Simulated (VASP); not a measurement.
Crystal: MgO (Periclase).

```
CELL_PARAMETERS angstrom
0.00000 2.10217 2.10217
2.10217 0.00000 2.10217
2.10217 2.10217 0.00000
ATOMIC_POSITIONS crystal
Mg 0.00000 0.00000 0.00000
O 0.50000 0.50000 0.50000
```

Base run:

| Item | Value |
| --- | --- |
| Program | VASP 6.6.1 |
| Functional | r2SCAN |
| Potentials or basis | VASP PAW PBE potentials, release 64 (Mg, O) |
| Cutoff | 520 eV |
| k mesh | 8 × 8 × 8 |
| Occupations | gaussian, width 0.01 eV |
| Spin | no spin polarisation |

Its results: band gap on the k mesh 5.66 eV, direct; pressure -1.1 GPa.

Question: The run is repeated on the same cell with these changes: functional from r2SCAN to PBE; further incar settings from ALGO = Normal; EDIFF = 1e-07; NBANDS = 11 to ALGO = Normal; EDIFF = 1e-06; NBANDS = 11. What comes out?

Answer: Band gap on the k mesh 4.78 eV, direct; pressure 4.9 GPa.

Caveats: the PAW data sets were made with another functional, which shifts forces and pressure a little (some runs).

